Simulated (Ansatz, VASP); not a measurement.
One calculation of PdPtS3, two programs

File INCAR:

```
ALGO = Normal
EDIFF = 1E-7
EDIFFG = -0.01
ENCUT = 600
GGA = PE
IBRION = 2
ISIF = 3
ISMEAR = 0
LASPH = True
LCHARG = False
LREAL = False
LWAVE = False
NELM = 100
NSW = 100
PREC = Accurate
SIGMA = 0.1
```

The input KPOINTS:

```
k-points
0
Gamma
  8 8 8
```

Contents of POSCAR:

```
PdPtS3
1.0
    4.6253139900      0.0000000000      0.0000000000
    0.0000000000      4.6253139900      0.0000000000
    0.0000000000      0.0000000000      4.6253139900
Pd Pt S
1 1 3
Direct
    0.5000000000      0.5000000000      0.5000000000
    0.0000000000      0.0000000000      0.0000000000
    0.5000000000      0.5000000000      0.0000000000
    0.0000000000      0.5000000000      0.5000000000
    0.5000000000      0.0000000000      0.5000000000
```

Input for Ansatz:

```yaml
crystal:
  lattice:
    - [4.62531399, 0.0, 0.0]
    - [0.0, 4.62531399, 0.0]
    - [0.0, 0.0, 4.62531399]
  atoms:
    - { symbol: Pd, position: [0.5, 0.5, 0.5] }
    - { symbol: Pt, position: [0.0, 0.0, 0.0] }
    - { symbol: S, position: [0.5, 0.5, 0.0] }
    - { symbol: S, position: [0.0, 0.5, 0.5] }
    - { symbol: S, position: [0.5, 0.0, 0.5] }
basis:
  ecutwfc: 420
kpoints:
  mp_grid: { grid: [8, 8, 8] }
hamiltonian:
  xc: pbe
scf:
  occupations: { method: gaussian, width: 0.1 }
output:
  forces: true
  stress: true
  eigenvalues: true
  write_density: true
  write_potential: true
  elf: true
  volumetric_format: npy
relax:
  adjacent_minimum: "off"
  f_tol: 0.01
  max_steps: 80
  cell: { stress_tol: 0.05 }
```

Change from the starting cell: species swapped into the Er3InN type (Pm-3m, No. 221).

Alike in both runs: task relaxation of cell and atoms; functional PBE; k mesh 8 × 8 × 8; occupations gaussian, width 0.1 eV; no spin polarisation.

|  | VASP | Ansatz |
| --- | --- | --- |
| version | VASP 6.6.1 | Ansatz 0.2.0 |
| potentials or method | VASP PAW PBE potentials, release 64 (Pd, Pt, S), cutoff 600 eV | scalar-relativistic, plane waves, PAW |
| valence electrons in the cell | 38 | 54 |

```csv
,VASP,Ansatz,Ansatz less VASP
"gap on the k mesh at the Fermi level, each at its own relaxed structure (eV)",none,none,-
relaxed volume (Å³/atom),19.84,19.84,-0.007
relaxed length of the cell vector where the two differ most in proportion (Å),4.629,4.629,-0.0006
```

A gap of «none» marks a metal or a gap that the smearing closes. VASP's potentials hold 38 valence electrons a cell and Ansatz's 54, so a difference there can come from the potentials and not from the codes.

Spin-orbit coupling is off throughout. Noted on VASP's run: too few bands were computed for a metal, which touches its energy and stress.
